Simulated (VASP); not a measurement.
# MgO2 (R-3m) in VASP: single point with PBEsol

Aim: the single point of MgO2 with PBEsol.

All numbers are computed with VASP 6.6.1; they aren't measurements. Logs are shortened: lines on timing, memory, paths and dates and some standing lists are left out, and cuts for length are marked.

## 1. The cell of the first run

The structure is trigonal, space group R-3m (No. 166). The conventional cell has a = 3.210 Å, b = 3.210 Å, c = 10.482 Å, α = 90.00°, β = 90.00°, γ = 120.00°. Mg (site symmetry -3m) has 6 O at 2.13 Å within 2.8 Å. Within 1.9 Å of O (site symmetry 3m) lie 1 O at 1.39 Å.

## 2. Single point, PBEsol (atoms displaced along a vibrational mode)

INCAR reads:

```
SYSTEM = MgO2
PREC     = Accurate       ! precision mode
ENCUT    = 840            ! plane-wave cutoff, eV
EDIFF    = 1E-6           ! SCF threshold, eV
ISMEAR   = 0              ! smearing method
SIGMA    = 0.05           ! smearing width, eV
LREAL    = .False.        ! projectors in reciprocal space
LASPH    = .True.         ! aspherical terms in the spheres
NELM     = 120            ! most SCF steps
ALGO     = Normal         ! electronic algorithm
ISIF     = 2              ! what is computed and relaxed
LWAVE    = .False.        ! write WAVECAR
LCHARG   = .False.        ! write CHGCAR
GGA      = PS             ! functional
NBANDS   = 18             ! bands
GGA_COMPAT= .False.
```

KPOINTS reads:

```
Automatic mesh
0
Gamma
  12 12 12
  0 0 0
```

POSCAR reads:

```
MgO2
1.0
    1.6047610160      0.9265092046      3.4939788749
   -1.6047610160      0.9265092046      3.4939788749
    0.0000000000     -1.8530184092      3.4939788749
Mg O
1 2
Direct
    0.0000000000      0.0000000000      0.0000000000
    0.4335561109      0.4335561109      0.4335561109
    0.5664438891      0.5664438891      0.5664438891
```

Potentials or basis: VASP PAW PBE potentials, release 64 (Mg_sv, O).

Command:

```bash
> cat potpaw_PBE.64/Mg_sv/POTCAR potpaw_PBE.64/O/POTCAR > POTCAR
> mpirun -np 1 vasp_std > vasp.out
```

OUTCAR:

```text
SYSTEM = MgO2
   PREC = Accurate
   ENCUT = 840
   EDIFF = 1E-6
   ISMEAR = 0
   LREAL = .False.
   LASPH = .True.
   NELM = 120
   ISIF = 2
   GGA = PS

 ion  position               nearest neighbor table
   1  0.000  0.000  0.000-
   2  0.434  0.434  0.434-   3 1.39
   3  0.566  0.566  0.566-   2 1.39

  LATTYP: Found a trigonal (rhomboedric) cell.
 ALAT       =     3.9549419216
 COS(alpha) =     0.6707160928

  Lattice vectors:

 A1 = (   1.6047610160,   0.9265092046,   3.4939788749)
 A2 = (  -1.6047610160,   0.9265092046,   3.4939788749)
 A3 = (   0.0000000000,  -1.8530184092,   3.4939788749)

Analysis of symmetry for initial positions (statically):
=====================================================================
 Subroutine PRICEL returns:
 Original cell was already a primitive cell.

 Routine SETGRP: Setting up the symmetry group for a
 trigonal (rhombohedral) supercell.

 Subroutine GETGRP returns: Found 12 space group operations
 (whereof 12 operations were pure point group operations)
 out of a pool of 12 trial point group operations.

The static configuration has the point symmetry D_3d.

Analysis of symmetry for dynamics (positions and initial velocities):
=====================================================================
 Subroutine PRICEL returns:
 Original cell was already a primitive cell.

 Routine SETGRP: Setting up the symmetry group for a
 trigonal (rhombohedral) supercell.

 Subroutine GETGRP returns: Found 12 space group operations
 (whereof 12 operations were pure point group operations)
 out of a pool of 12 trial point group operations.

The dynamic configuration has the point symmetry D_3d.

 Subroutine INISYM returns: Found 12 space group operations
 (whereof 12 operations are pure point group operations),
 and found     1 'primitive' translations

----------------------------------------------------------------------------------------

                                     Primitive cell

  volume of cell :      31.1696

  direct lattice vectors                    reciprocal lattice vectors
     1.604761016  0.926509205  3.493978875     0.311572873  0.179886682  0.095402218
    -1.604761016  0.926509205  3.493978875    -0.311572873  0.179886682  0.095402218
     0.000000000 -1.853018409  3.493978875     0.000000000 -0.359773364  0.095402218

  length of vectors
     3.954941922  3.954941922  3.954941922     0.372207545  0.372207545  0.372207545
[... 82 lines left out ...]
   NELM   =    120;   NELMIN=  2; NELMDL= -5     # of ELM steps
   EDIFF  = 0.1E-05   stopping-criterion for ELM
   LREAL  =      F    real-space projection
   EDIFFG = 0.1E-04   stopping-criterion for IOM
   NSW    =      0    number of steps for IOM
   IBRION =     -1    ionic relax: 0-MD 1-quasi-New 2-CG
   NFREE  =      0    steps in history (QN), initial steepest desc. (CG)
   ISIF   =      2    stress and relaxation
   ISYM   =      2    0-nonsym 1-usesym 2-fastsym
   POTIM  = 0.5000    time-step for ionic-motion
   TEBEG  =    0.0;   TEEND  =   0.0 temperature during run
   PSTRESS=    0.0 pullay stress
   NELECT =      22.0000    total number of electrons
   NUPDOWN=      -1.0000    fix difference up-down
   EMIN   =  10.00;   EMAX   =-10.00  energy-range for DOS
   EFERMI =   0.00;   METHOD = LEGACY
   ISMEAR =     0;   SIGMA  =   0.05  broadening in eV -4-tet -1-fermi 0-gaus
   EFERMI_NEDOS =   21; number of points for ismear=-14 and -15
   IALGO  =     38    algorithm
   IMIX   =      4    mixing-type and parameters
     AMIX     =   0.40;   BMIX     =  1.00
     AMIX_MAG =   1.60;   BMIX_MAG =  1.00
  volume/ion in A,a.u.               =      10.39        70.11
  Fermi-wavevector in a.u.,A,eV,Ry     =   1.457601  2.754466 28.906928  2.124599
  Thomas-Fermi vector in A             =   2.574383
   LORBIT       =      0    0 simple, 1 ext, 2 COOP (PROOUT), +10 PAW based schemes
   GGA     = PS    functional components
   LHFCALC =     F    Hartree Fock is set to
   AEXX    =    0.0000 exact exchange contribution
   IVDW    =     0    specifies the selected vdW correction
   LEPSILON=     F    determine dielectric tensor
   LRPA    =     F    only Hartree local field effects (RPA)
 non-spin polarized calculation
 Gauss-broadening in eV      SIGMA  =   0.05
  energy-cutoff  :      840.00
  volume of cell :       31.17
 maximum number of plane-waves:      1744
 NGX is ok and might be reduce to    40
   NGX = 19   NGY = 19   NGZ = 19

 number of electron      21.9999995 magnetization

 Free energy of the ion-electron system (eV)
  ---------------------------------------------------
  ext. energy  EPLUGINS =         0.00000000
  ---------------------------------------------------
  free energy    TOTEN  =       -17.05807113 eV

  energy without entropy =      -17.05807113  energy(sigma->0) =      -17.05807113

 E-fermi :   3.2229     XC(G=0): -10.5864

 val. band max:        2.9404157660   @ k =   0.5000   0.5000   0.5000
 cond. band min:       5.8331136291   @ k =   0.5000   0.5000   0.5000
 fundamental gap:      2.8926978631
 Fermi energy:         3.2228815878

 k-point     1 :       0.0000    0.0000    0.0000
  band No.  band energies     occupation
      1     -70.7075      2.00000
      2     -37.6729      2.00000
      3     -37.6464      2.00000
      4     -37.6464      2.00000
      5     -19.7758      2.00000
      6     -11.4530      2.00000
[... 481 lines left out ...]
      5     -19.3412      2.00000
      6     -11.7585      2.00000
[... 10 lines left out ...]
     17      16.8922      0.00000
     18      19.4460      0.00000

 [... further k-points ...]

------------------------ aborting loop because EDIFF is reached ----------------------------------------

  FORCE on cell =-STRESS in cart. coord.  units (eV):
  Direction    XX          YY          ZZ          XY          YZ          ZX
  --------------------------------------------------------------------------------------
  -------------------------------------------------------------------------------------
  Total       -1.3138478     -1.3138478      2.4547957      0.0000000     -0.0000000     -0.0000000
  in kB      -67.5342385    -67.5342385    126.1811018      0.0000000     -0.0000000     -0.0000000
  external PRESSURE =      -2.9624584 kB  Pullay stress =       0.0000000 kB

 VOLUME and BASIS-vectors are now :
 -----------------------------------------------------------------------------
  energy-cutoff  :      840.00
  volume of cell :       31.17
      direct lattice vectors                 reciprocal lattice vectors
     1.604761016  0.926509205  3.493978875     0.311572873  0.179886682  0.095402218
    -1.604761016  0.926509205  3.493978875    -0.311572873  0.179886682  0.095402218
     0.000000000 -1.853018409  3.493978875     0.000000000 -0.359773364  0.095402218

 POSITION                                       TOTAL-FORCE (eV/Angst)
 -----------------------------------------------------------------------------------
      0.00000      0.00000      0.00000         0.000000      0.000000      0.000000
      0.00000      0.00000      4.54451         0.000000     -0.000000     -2.985689
      0.00000      0.00000      5.93743         0.000000     -0.000000      2.985689
 -----------------------------------------------------------------------------------
    total drift:                               -0.000000     -0.000000     -0.000000

  FREE ENERGIE OF THE ION-ELECTRON SYSTEM (eV)
  ---------------------------------------------------
  free  energy   TOTEN  =       -17.0580711269 eV

  energy  without entropy=      -17.0580711269  energy(sigma->0) =      -17.05807113
```

It took 3.6 min on 1 thread of Intel Xeon Platinum 8559C (Emerald Rapids), shared host; peak memory 0.37 GiB.

Results:

- Free energy: -17.0581 eV
- Pressure: -0.3 GPa
- Largest force: 2.986 eV/Å
- Band gap on the k mesh: 2.89 eV

Forces on the atoms (eV/Å):
```
Mg   0.000  0.000  0.000
O    0.000  0.000 -2.986
O    0.000  0.000  2.986
```

Stress tensor (GPa, compression positive):
```
-6.75  0.00  0.00
 0.00 -6.75  0.00
 0.00  0.00 12.62
```

Levels at points of the mesh, in eV from the valence-band top:
```tsv
k point	band 9	band 10	band 11	band 12	band 13	band 14
(0.00, 0.00, 0.00)	-4.27	-0.73	-0.73	3.98	6.11	11.75
(0.50, 0.00, 0.00)	-4.62	-1.24	-1.18	5.22	7.88	9.37
(0.50, 0.50, 0.00)	-5.14	-2.27	-0.16	4.44	7.11	10.44
(0.50, 0.50, 0.50)	-4.68	0.00	0.00	2.89	4.25	9.19
```

Caveat: the cell differs from its parent crystal (atoms displaced along a vibrational mode); the stress differs along the axes, from -7 to 13 GPa; the PAW data sets were made with another functional, which shifts forces and pressure a little.
